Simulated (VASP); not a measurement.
Li: single point with LDA

The system is Li.

```
CELL_PARAMETERS angstrom
1.56600 0.90413 7.58830
-1.56600 0.90413 7.58830
0.00000 -1.80827 7.58830
ATOMIC_POSITIONS crystal
Li 0.00000 0.00000 0.00000
Li 0.22200 0.22200 0.22200
Li 0.77800 0.77800 0.77800
```

This cell differs from its parent crystal: equal xx and yy strain of +1 %.

```yaml
Program: VASP 6.6.1
Task: single point
Functional: LDA
Potentials_or_basis: VASP PAW LDA potentials, release 64 (Li_sv)
Cutoff: 520 eV
k_mesh: 12 × 12 × 12
Occupations: fermi-dirac, width 0.08 eV
Spin: no spin polarisation
```

The largest force is 0.008 eV/Å and the band gap on the k mesh is zero (an odd number of electrons rules out a gap without spin polarisation).

Forces in eV/Å, atoms in the order of the input:
```
Li   0.000  0.000  0.000
Li   0.000  0.000  0.008
Li   0.000  0.000 -0.008
```

Levels at points of the mesh, in eV from the Fermi level:
| k point | band 3 | band 4 | band 5 | band 6 | band 7 | band 8 |
| --- | --- | --- | --- | --- | --- | --- |
| (0.00, 0.00, 0.00) | -45.70 | -3.41 | -1.49 | -1.49 | 5.56 | 5.59 |
| (0.50, 0.00, 0.00) | -45.70 | -0.05 | 0.78 | 1.01 | 3.58 | 3.69 |
| (0.50, 0.50, 0.00) | -45.70 | 0.23 | 0.32 | 1.10 | 3.07 | 4.24 |
| (0.50, 0.50, 0.50) | -45.70 | -2.93 | -2.92 | 0.07 | 2.87 | 10.20 |

It took 4.9 min on 1 thread of Intel(R) Xeon(R) 6975P-C (Granite Rapids), with other jobs on the host, peak memory 0.38 GiB.

Caveat: the cell differs from its parent crystal (equal xx and yy strain of +1 %).
